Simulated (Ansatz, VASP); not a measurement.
**One calculation of GeW, two programs**

INCAR

```
SYSTEM = GeW
  PREC = Accurate
  ENCUT = 600
  EDIFF = 1E-6
  ISMEAR = -1
  SIGMA = 0.05
  LREAL = .False.
  LASPH = .True.
  NELM = 60
  ALGO = Normal
  ISIF = 3
  LWAVE = .False.
  LCHARG = .False.
  GGA = PS
  IBRION = 2
  NSW = 60
  EDIFFG = -0.01
```

KPOINTS

```
regular mesh
0
Gamma
  9 9 9
  0 0 0
```

File POSCAR:

```
GeW
1.0
    0.0000000000      2.5776100000      2.5776100000
    2.5776100000      0.0000000000      2.5776100000
    2.5776100000      2.5776100000      0.0000000000
Ge W
1 1
Direct
    0.5000000000      0.5000000000      0.5000000000
    0.0000000000      0.0000000000      0.0000000000
```

Contents of input.yaml:

```yaml
crystal:
  lattice:
    - [0.0, 2.57761, 2.57761]
    - [2.57761, 0.0, 2.57761]
    - [2.57761, 2.57761, 0.0]
  atoms:
    - { symbol: Ge, position: [0.5, 0.5, 0.5] }
    - { symbol: W, position: [0.0, 0.0, 0.0] }
hamiltonian:
  xc: pbesol
  pseudopotentials: { kind: paw }
kpoints:
  mp_grid: { grid: [9, 9, 9] }
scf:
  occupations: { method: fermi_dirac, width: 0.05 }
output:
  forces: true
  stress: true
  eigenvalues: true
  write_density: true
  write_potential: true
  elf: true
  volumetric_format: npy
relax:
  f_tol: 0.01
  max_steps: 40
  cell: { stress_tol: 0.05 }
```

Alike in both runs: task relaxation of cell and atoms; functional PBEsol; k mesh 9 × 9 × 9; occupations fermi-dirac, width 0.05 eV; no spin polarisation.

```csv
,VASP,Ansatz
version,VASP 6.6.1,Ansatz 0.2.0
potentials or method,"VASP PAW PBE potentials, release 64 (Ge_d, W_sv)",Ansatz PAW
plane-wave cutoff (eV),600,420
valence electrons in the cell,28,28
```

Ansatz gave:

```
gap on the k mesh at the Fermi level, each at its own relaxed structure (eV) : none
relaxed volume (Å³/atom)                                                     : 16.57
relaxed cell length with the largest relative difference (Å)                 : 3.606
```

Problem. What did VASP give for the same quantities?

Solution. gap on the k mesh at the Fermi level, each at its own relaxed structure (eV): none; relaxed volume (Å³/atom): 16.59; relaxed cell length with the largest relative difference (Å): 3.607.

VASP's potentials were made for PBE, not for PBEsol. A gap of «none» marks a metal or a gap that the smearing closes.

Spin-orbit coupling is off throughout. Noted on Ansatz's run: the plane-wave basis is chosen anew once the cell has moved, so the energies of steps on either side of that aren't comparable.
